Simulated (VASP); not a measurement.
# InAs (Fm-3m) in VASP: notebook

The runs below take InAs through single point, relaxation of cell and atoms, with PBE, PBE+D3(BJ).

Everything below comes from runs of VASP 6.6.1. Logs are shortened: lines on timing, memory, paths and dates and some standing lists are left out, and cuts for length are marked.

## 1. The cell of the first run

The structure is cubic, space group Fm-3m (No. 225). The conventional cell has a = 5.755 Å, b = 5.755 Å, c = 5.755 Å, α = 90.00°, β = 90.00°, γ = 90.00°. Within 3.8 Å of In (site symmetry m-3m) lie 6 As at 2.88 Å. Within 3.8 Å of As (site symmetry m-3m) lie 6 In at 2.88 Å.

## 2. Single point, PBE

The input, INCAR:

```
PREC = Accurate
ENCUT = 520
EDIFF = 1E-7
ISMEAR = 0
SIGMA = 0.023
LREAL = F
LASPH = T
NELM = 100
ALGO = Normal
ISIF = 2
LWAVE = F
LCHARG = F
GGA = PE
NBANDS = 16
```

The input, KPOINTS:

```
Automatic mesh
0
Gamma
  8 8 8
```

The input, POSCAR:

```
InAs
1.0
    0.0000000000      2.8773040000      2.8773040000
    2.8773040000      0.0000000000      2.8773040000
    2.8773040000      2.8773040000      0.0000000000
In As
1 1
Direct
    0.5000000000      0.5000000000      0.5000000000
    0.0000000000      0.0000000000      0.0000000000
```

Potentials or basis: VASP PAW PBE potentials, release 64 (In_d, As).

Launch:

```bash
$ cat potpaw_PBE.64/In_d/POTCAR potpaw_PBE.64/As/POTCAR > POTCAR
$ mpirun -np 1 vasp_std > vasp.out
```

OUTCAR:

```text
PREC = Accurate
   ENCUT = 520
   EDIFF = 1E-7
   ISMEAR = 0
   LREAL = F
   LASPH = T
   NELM = 100
   ISIF = 2
   GGA = PE

 ion  position               nearest neighbor table
   1  0.500  0.500  0.500-   2 2.88   2 2.88   2 2.88   2 2.88   2 2.88   2 2.88
   2  0.000  0.000  0.000-   1 2.88   1 2.88   1 2.88   1 2.88   1 2.88   1 2.88

  LATTYP: Found a face centered cubic cell.
 ALAT       =     5.7546080000

  Lattice vectors:

 A1 = (   0.0000000000,   2.8773040000,   2.8773040000)
 A2 = (   2.8773040000,   0.0000000000,   2.8773040000)
 A3 = (   2.8773040000,   2.8773040000,   0.0000000000)

Analysis of symmetry for initial positions (statically):
=====================================================================
 Subroutine PRICEL returns:
 Original cell was already a primitive cell.

 Routine SETGRP: Setting up the symmetry group for a
 face centered cubic supercell.

 Subroutine GETGRP returns: Found 48 space group operations
 (whereof 48 operations were pure point group operations)
 out of a pool of 48 trial point group operations.

The static configuration has the point symmetry O_h .

Analysis of symmetry for dynamics (positions and initial velocities):
=====================================================================
 Subroutine PRICEL returns:
 Original cell was already a primitive cell.

 Routine SETGRP: Setting up the symmetry group for a
 face centered cubic supercell.

 Subroutine GETGRP returns: Found 48 space group operations
 (whereof 48 operations were pure point group operations)
 out of a pool of 48 trial point group operations.

The dynamic configuration has the point symmetry O_h .

 Subroutine INISYM returns: Found 48 space group operations
 (whereof 48 operations are pure point group operations),
 and found     1 'primitive' translations

----------------------------------------------------------------------------------------

                                     Primitive cell

  volume of cell :      47.6417

  direct lattice vectors                    reciprocal lattice vectors
     0.000000000  2.877304000  2.877304000    -0.173773783  0.173773783  0.173773783
     2.877304000  0.000000000  2.877304000     0.173773783 -0.173773783  0.173773783
     2.877304000  2.877304000  0.000000000     0.173773783  0.173773783 -0.173773783

  length of vectors
     4.069122340  4.069122340  4.069122340     0.300985021  0.300985021  0.300985021

  position of ions in fractional coordinates (direct lattice)
     0.500000000  0.500000000  0.500000000
[... 73 lines left out ...]
   LNONCOLLINEAR =      F non collinear calculations
   LSORBIT =      F    spin-orbit coupling
   LASPH  =      T    aspherical Exc in radial PAW
   ENCUT  =  520.0 eV  38.22 Ry    6.18 a.u.   7.57  7.57  7.57*2*pi/ulx,y,z
   NELM   =    100;   NELMIN=  2; NELMDL= -5     # of ELM steps
   EDIFF  = 0.1E-06   stopping-criterion for ELM
   LREAL  =      F    real-space projection
   EDIFFG = 0.1E-05   stopping-criterion for IOM
   NSW    =      0    number of steps for IOM
   IBRION =     -1    ionic relax: 0-MD 1-quasi-New 2-CG
   NFREE  =      0    steps in history (QN), initial steepest desc. (CG)
   ISIF   =      2    stress and relaxation
   ISYM   =      2    0-nonsym 1-usesym 2-fastsym
   POTIM  = 0.5000    time-step for ionic-motion
   TEBEG  =    0.0;   TEEND  =   0.0 temperature during run
   PSTRESS=    0.0 pullay stress
   NELECT =      18.0000    total number of electrons
   NUPDOWN=      -1.0000    fix difference up-down
   EMIN   =  10.00;   EMAX   =-10.00  energy-range for DOS
   EFERMI =   0.00;   METHOD = LEGACY
   ISMEAR =     0;   SIGMA  =   0.02  broadening in eV -4-tet -1-fermi 0-gaus
   EFERMI_NEDOS =   21; number of points for ismear=-14 and -15
   IALGO  =     38    algorithm
   IMIX   =      4    mixing-type and parameters
     AMIX     =   0.40;   BMIX     =  1.00
     AMIX_MAG =   1.60;   BMIX_MAG =  1.00
  volume/ion in A,a.u.               =      23.82       160.75
  Fermi-wavevector in a.u.,A,eV,Ry     =   1.183505  2.236499 19.057448  1.400683
  Thomas-Fermi vector in A             =   2.319738
   LORBIT       =      0    0 simple, 1 ext, 2 COOP (PROOUT), +10 PAW based schemes
   GGA     = PE    functional components
   LHFCALC =     F    Hartree Fock is set to
   AEXX    =    0.0000 exact exchange contribution
   IVDW    =     0    specifies the selected vdW correction
   LEPSILON=     F    determine dielectric tensor
   LRPA    =     F    only Hartree local field effects (RPA)
 non-spin polarized calculation
 Gauss-broadening in eV      SIGMA  =   0.02
  energy-cutoff  :      520.00
  volume of cell :       47.64
 maximum number of plane-waves:      1303
   NGX = 15   NGY = 15   NGZ = 15

 number of electron      18.0000002 magnetization

 Free energy of the ion-electron system (eV)
  ---------------------------------------------------
  ext. energy  EPLUGINS =         0.00000000
  ---------------------------------------------------
  free energy    TOTEN  =        -7.31446013 eV

  energy without entropy =       -7.31422625  energy(sigma->0) =       -7.31434319

 E-fermi :   5.9306     XC(G=0): -10.0974

 val. band max:        5.8495624022   @ k =   0.3750   0.2500   0.0000
 cond. band min:       5.9530680825   @ k =  -0.3750   0.1250   0.0000
 fundamental gap:      0.1035056803
 Fermi energy:         5.9305729174

 k-point     1 :       0.0000    0.0000    0.0000
  band No.  band energies     occupation
      1      -8.3704      2.00000
      2      -8.3704      2.00000
      3      -8.3494      2.00000
      4      -8.3494      2.00000
      5      -8.3494      2.00000
      6      -6.1863      2.00000
[... 433 lines left out ...]
      3      -8.3392      2.00000
      4      -8.3169      2.00000
      5      -8.2884      2.00000
      6      -4.1268      2.00000
[... 8 lines left out ...]
     15      15.5796      0.00000
     16      18.7278      0.00000

 [... further k-points ...]
[... 5 lines left out ...]
  --------------------------------------------------------------------------------------
  -------------------------------------------------------------------------------------
  Total        0.0045086      0.0045086      0.0045086      0.0000000      0.0000000     -0.0000000
  in kB        0.1516233      0.1516233      0.1516233      0.0000000      0.0000000     -0.0000000
  external PRESSURE =       0.1516233 kB  Pullay stress =       0.0000000 kB

 VOLUME and BASIS-vectors are now :
 -----------------------------------------------------------------------------
  energy-cutoff  :      520.00
  volume of cell :       47.64
      direct lattice vectors                 reciprocal lattice vectors
     0.000000000  2.877304000  2.877304000    -0.173773783  0.173773783  0.173773783
     2.877304000  0.000000000  2.877304000     0.173773783 -0.173773783  0.173773783
     2.877304000  2.877304000  0.000000000     0.173773783  0.173773783 -0.173773783

 POSITION                                       TOTAL-FORCE (eV/Angst)
 -----------------------------------------------------------------------------------
      2.87730      2.87730      2.87730         0.000000     -0.000000      0.000000
      0.00000      0.00000      0.00000        -0.000000      0.000000      0.000000
 -----------------------------------------------------------------------------------
    total drift:                                0.000000      0.000000      0.000000

  FREE ENERGIE OF THE ION-ELECTRON SYSTEM (eV)
  ---------------------------------------------------
  free  energy   TOTEN  =        -7.3144601273 eV

  energy  without entropy=       -7.3142262510  energy(sigma->0) =       -7.31434319
```

OSZICAR:

```text
N       E                     dE             d eps       ncg     rms          rms(c)
DAV:   1     0.100072928192E+03    0.10007E+03   -0.88501E+03   936   0.132E+03
DAV:   2    -0.137231472292E+01   -0.10145E+03   -0.97374E+02  1000   0.292E+02
DAV:   3    -0.737428408848E+01   -0.60020E+01   -0.59488E+01  1240   0.663E+01
DAV:   4    -0.749252524419E+01   -0.11824E+00   -0.11822E+00  1112   0.102E+01
DAV:   5    -0.749707043516E+01   -0.45452E-02   -0.45451E-02  1296   0.179E+00    0.368E+00
DAV:   6    -0.731576186394E+01    0.18131E+00   -0.32133E-01  1336   0.934E+00    0.192E+00
DAV:   7    -0.731410127167E+01    0.16606E-02   -0.31942E-02  1232   0.138E+00    0.732E-01
DAV:   8    -0.731427190767E+01   -0.17064E-03   -0.22240E-03  1144   0.428E-01    0.123E-01
DAV:   9    -0.731444725649E+01   -0.17535E-03   -0.22889E-04  1232   0.118E-01    0.766E-02
DAV:  10    -0.731445899235E+01   -0.11736E-04   -0.19704E-05  1176   0.447E-02    0.123E-02
DAV:  11    -0.731446055921E+01   -0.15669E-05   -0.24674E-06  1152   0.116E-02    0.494E-03
DAV:  12    -0.731446011478E+01    0.44442E-06   -0.78456E-07  1168   0.590E-03    0.260E-03
DAV:  13    -0.731446012734E+01   -0.12554E-07   -0.13634E-07   864   0.234E-03
   1 F= -.73144601E+01 E0= -.73143432E+01  d E =-.233876E-03
```

Wall time 39 s (1 thread of Intel Xeon 8259CL, shared host); peak memory 0.18 GiB.

Results:

```
Free energy            : -7.3145 eV
Pressure               : 0.0 GPa
Band gap on the k mesh : zero (band 9 reaches 6.25 eV, above the bottom of band 10 at 3.69 eV)
```

Levels at points of the mesh, in eV from the Fermi level:
| k point | band 6 | band 7 | band 8 | band 9 | band 10 | band 11 | band 12 | band 13 |
| --- | --- | --- | --- | --- | --- | --- | --- | --- |
| (0.00, 0.00, 0.00) | -12.12 | -0.67 | -0.22 | -0.22 | -0.22 | 7.17 | 7.17 | 7.17 |
| (0.50, 0.00, 0.00) | -10.46 | -6.51 | 0.16 | 0.16 | 2.12 | 3.27 | 3.27 | 4.39 |
| (0.50, 0.50, 0.00) | -9.58 | -4.71 | -2.93 | -2.24 | -2.24 | 3.87 | 9.18 | 9.18 |

Caveat: spin-orbit coupling is left out, which moves the levels of the heavy elements.

## 3. Single point, PBE

The input, INCAR:

```
SYSTEM = InAs
PREC = Accurate ; ENCUT = 520
EDIFF = 1E-6 ; ISMEAR = 0
SIGMA = 0.024 ; LREAL = .False.
LASPH = .True. ; NELM = 100
ALGO = Normal ; ISIF = 2
LWAVE = .False. ; LCHARG = .False.
GGA = PE ; NBANDS = 16
```

The input, KPOINTS:

```
regular mesh
0
Gamma
  8 8 8
  0 0 0
```

POSCAR is that of step 2.

Potentials or basis: VASP PAW PBE potentials, release 64 (In_d, As).

Launch:

```bash
$ cat potpaw_PBE.64/In_d/POTCAR potpaw_PBE.64/As/POTCAR > POTCAR
$ mpirun -np 1 vasp_std > vasp.out
```

It took 36 s on 1 thread of Intel Xeon 8259CL, shared host; peak memory 0.18 GiB.

It converged, with:

- Free energy: -7.3145 eV
- Pressure: 0.0 GPa
- Band gap on the k mesh: zero (band 9 reaches 6.25 eV, above the bottom of band 10 at 3.69 eV)

Levels at points of the mesh, in eV from the Fermi level:
```tsv
k point	band 7	band 8	band 9	band 10	band 11	band 12
(0.00, 0.00, 0.00)	-0.67	-0.22	-0.22	-0.22	7.17	7.17
(0.50, 0.00, 0.00)	-6.51	0.16	0.16	2.12	3.27	3.27
(0.50, 0.50, 0.00)	-4.70	-2.93	-2.24	-2.24	3.87	9.18
```

Caveat: spin-orbit coupling is left out, which moves the levels of the heavy elements.

## 4. Single point, PBE

The input, INCAR:

```
SYSTEM = InAs
  ALGO = Normal
  EDIFF = 1E-7
  ENCUT = 520
  GGA = PE
  ISIF = 2
  ISMEAR = 0
  LASPH = .TRUE.
  LCHARG = .FALSE.
  LREAL = .FALSE.
  LWAVE = .FALSE.
  NBANDS = 16
  NELM = 60
  PREC = Accurate
  SIGMA = 0.025
```

The input, KPOINTS:

```
k-points
0
G
  8 8 8
  0 0 0
```

POSCAR is that of step 3.

Potentials or basis: VASP PAW PBE potentials, release 64 (In_d, As).

Launch:

```bash
$ cat potpaw_PBE.64/In_d/POTCAR potpaw_PBE.64/As/POTCAR > POTCAR
$ mpirun -np 1 vasp_std > vasp.out
```

OUTCAR:

```text
SYSTEM = InAs
   EDIFF = 1E-7
   ENCUT = 520
   GGA = PE
   ISIF = 2
   ISMEAR = 0
   LASPH = .TRUE.
   LREAL = .FALSE.
   NELM = 60
   PREC = Accurate

 ion  position               nearest neighbor table
   1  0.500  0.500  0.500-   2 2.88   2 2.88   2 2.88   2 2.88   2 2.88   2 2.88
   2  0.000  0.000  0.000-   1 2.88   1 2.88   1 2.88   1 2.88   1 2.88   1 2.88

  LATTYP: Found a face centered cubic cell.
 ALAT       =     5.7546080000

  Lattice vectors:

 A1 = (   0.0000000000,   2.8773040000,   2.8773040000)
 A2 = (   2.8773040000,   0.0000000000,   2.8773040000)
 A3 = (   2.8773040000,   2.8773040000,   0.0000000000)

Analysis of symmetry for initial positions (statically):
=====================================================================
 Subroutine PRICEL returns:
 Original cell was already a primitive cell.

 Routine SETGRP: Setting up the symmetry group for a
 face centered cubic supercell.

 Subroutine GETGRP returns: Found 48 space group operations
 (whereof 48 operations were pure point group operations)
 out of a pool of 48 trial point group operations.

The static configuration has the point symmetry O_h .

Analysis of symmetry for dynamics (positions and initial velocities):
=====================================================================
 Subroutine PRICEL returns:
 Original cell was already a primitive cell.

 Routine SETGRP: Setting up the symmetry group for a
 face centered cubic supercell.

 Subroutine GETGRP returns: Found 48 space group operations
 (whereof 48 operations were pure point group operations)
 out of a pool of 48 trial point group operations.

The dynamic configuration has the point symmetry O_h .

 Subroutine INISYM returns: Found 48 space group operations
 (whereof 48 operations are pure point group operations),
 and found     1 'primitive' translations

[... 107 lines left out ...]
   EMIN   =  10.00;   EMAX   =-10.00  energy-range for DOS
   EFERMI =   0.00;   METHOD = LEGACY
   ISMEAR =     0;   SIGMA  =   0.03  broadening in eV -4-tet -1-fermi 0-gaus
   EFERMI_NEDOS =   21; number of points for ismear=-14 and -15
   IALGO  =     38    algorithm
   IMIX   =      4    mixing-type and parameters
     AMIX     =   0.40;   BMIX     =  1.00
     AMIX_MAG =   1.60;   BMIX_MAG =  1.00
  volume/ion in A,a.u.               =      23.82       160.75
  Fermi-wavevector in a.u.,A,eV,Ry     =   1.183505  2.236499 19.057448  1.400683
  Thomas-Fermi vector in A             =   2.319738
   LORBIT       =      0    0 simple, 1 ext, 2 COOP (PROOUT), +10 PAW based schemes
   GGA     = PE    functional components
   LHFCALC =     F    Hartree Fock is set to
   AEXX    =    0.0000 exact exchange contribution
   IVDW    =     0    specifies the selected vdW correction
   LEPSILON=     F    determine dielectric tensor
   LRPA    =     F    only Hartree local field effects (RPA)
 non-spin polarized calculation
 Gauss-broadening in eV      SIGMA  =   0.03
  energy-cutoff  :      520.00
  volume of cell :       47.64
 maximum number of plane-waves:      1303
   NGX = 15   NGY = 15   NGZ = 15

 number of electron      18.0000002 magnetization

 Free energy of the ion-electron system (eV)
  ---------------------------------------------------
  ext. energy  EPLUGINS =         0.00000000
  ---------------------------------------------------
  free energy    TOTEN  =        -7.31448045 eV

  energy without entropy =       -7.31422606  energy(sigma->0) =       -7.31435326

 E-fermi :   5.9286     XC(G=0): -10.0974

 val. band max:        5.8495621511   @ k =   0.3750   0.2500   0.0000
 cond. band min:       5.9530439120   @ k =  -0.3750   0.1250   0.0000
 fundamental gap:      0.1034817609
 Fermi energy:         5.9285889423

 k-point     1 :       0.0000    0.0000    0.0000
  band No.  band energies     occupation
      1      -8.3704      2.00000
      2      -8.3704      2.00000
      3      -8.3494      2.00000
      4      -8.3494      2.00000
      5      -8.3494      2.00000
      6      -6.1863      2.00000
[... 433 lines left out ...]
      3      -8.3391      2.00000
      4      -8.3169      2.00000
      5      -8.2883      2.00000
      6      -4.1268      2.00000
[... 8 lines left out ...]
     15      15.5796      0.00000
     16      18.7277      0.00000

 [... further k-points ...]
[... 5 lines left out ...]
  --------------------------------------------------------------------------------------
  -------------------------------------------------------------------------------------
  Total        0.0048393      0.0048393      0.0048393     -0.0000000     -0.0000000      0.0000000
  in kB        0.1627437      0.1627437      0.1627437     -0.0000000     -0.0000000      0.0000000
  external PRESSURE =       0.1627437 kB  Pullay stress =       0.0000000 kB

 VOLUME and BASIS-vectors are now :
 -----------------------------------------------------------------------------
  energy-cutoff  :      520.00
  volume of cell :       47.64
      direct lattice vectors                 reciprocal lattice vectors
     0.000000000  2.877304000  2.877304000    -0.173773783  0.173773783  0.173773783
     2.877304000  0.000000000  2.877304000     0.173773783 -0.173773783  0.173773783
     2.877304000  2.877304000  0.000000000     0.173773783  0.173773783 -0.173773783

 POSITION                                       TOTAL-FORCE (eV/Angst)
 -----------------------------------------------------------------------------------
      2.87730      2.87730      2.87730         0.000000     -0.000000     -0.000000
      0.00000      0.00000      0.00000        -0.000000      0.000000      0.000000
 -----------------------------------------------------------------------------------
    total drift:                                0.000000      0.000000      0.000000

  FREE ENERGIE OF THE ION-ELECTRON SYSTEM (eV)
  ---------------------------------------------------
  free  energy   TOTEN  =        -7.3144804531 eV

  energy  without entropy=       -7.3142260587  energy(sigma->0) =       -7.31435326
```

OSZICAR:

```text
N       E                     dE             d eps       ncg     rms          rms(c)
DAV:   1     0.100072821827E+03    0.10007E+03   -0.88501E+03   936   0.132E+03
DAV:   2    -0.137236499820E+01   -0.10145E+03   -0.97372E+02  1000   0.292E+02
DAV:   3    -0.737430203489E+01   -0.60019E+01   -0.59488E+01  1240   0.663E+01
DAV:   4    -0.749254477037E+01   -0.11824E+00   -0.11822E+00  1112   0.102E+01
DAV:   5    -0.749709000863E+01   -0.45452E-02   -0.45452E-02  1296   0.179E+00    0.368E+00
DAV:   6    -0.731579047800E+01    0.18130E+00   -0.32140E-01  1336   0.934E+00    0.192E+00
DAV:   7    -0.731411760164E+01    0.16729E-02   -0.32121E-02  1232   0.138E+00    0.731E-01
DAV:   8    -0.731429233772E+01   -0.17474E-03   -0.22258E-03  1120   0.431E-01    0.123E-01
DAV:   9    -0.731446806230E+01   -0.17572E-03   -0.22999E-04  1240   0.116E-01    0.766E-02
DAV:  10    -0.731447903637E+01   -0.10974E-04   -0.18065E-05  1176   0.438E-02    0.141E-02
DAV:  11    -0.731448088361E+01   -0.18472E-05   -0.22666E-06  1224   0.111E-02    0.461E-03
DAV:  12    -0.731448046145E+01    0.42215E-06   -0.68281E-07  1152   0.578E-03    0.247E-03
DAV:  13    -0.731448045314E+01    0.83103E-08   -0.13405E-07   896   0.245E-03
   1 F= -.73144805E+01 E0= -.73143533E+01  d E =-.254394E-03
```

stdout:

```text
POSCAR found type information on POSCAR InAs
 POSCAR found :  2 types and       2 ions
 scaLAPACK will be used
 LDA part: xc-table for (Slater+PW92), standard interpolation
 POSCAR, INCAR and KPOINTS ok, starting setup
 FFT: planning ... GRIDC
 FFT: planning ... GRID_SOFT
 FFT: planning ... GRID
 WAVECAR not read
 entering main loop
```

It took 44 s on 1 thread of Intel Xeon 8259CL, shared host; peak memory 0.18 GiB.

What came out:

```
Free energy            : -7.3145 eV
Pressure               : 0.0 GPa
Band gap on the k mesh : zero (band 9 reaches 6.25 eV, above the bottom of band 10 at 3.69 eV)
```

Levels at points of the mesh, in eV from the Fermi level:
| k point | band 7 | band 8 | band 9 | band 10 | band 11 | band 12 |
| --- | --- | --- | --- | --- | --- | --- |
| (0.00, 0.00, 0.00) | -0.67 | -0.22 | -0.22 | -0.22 | 7.17 | 7.17 |
| (0.50, 0.00, 0.00) | -6.51 | 0.16 | 0.16 | 2.12 | 3.27 | 3.27 |
| (0.50, 0.50, 0.00) | -4.70 | -2.93 | -2.24 | -2.24 | 3.87 | 9.18 |

Caveat: spin-orbit coupling is left out, which moves the levels of the heavy elements.

(Part 1 of 2 ends here.)
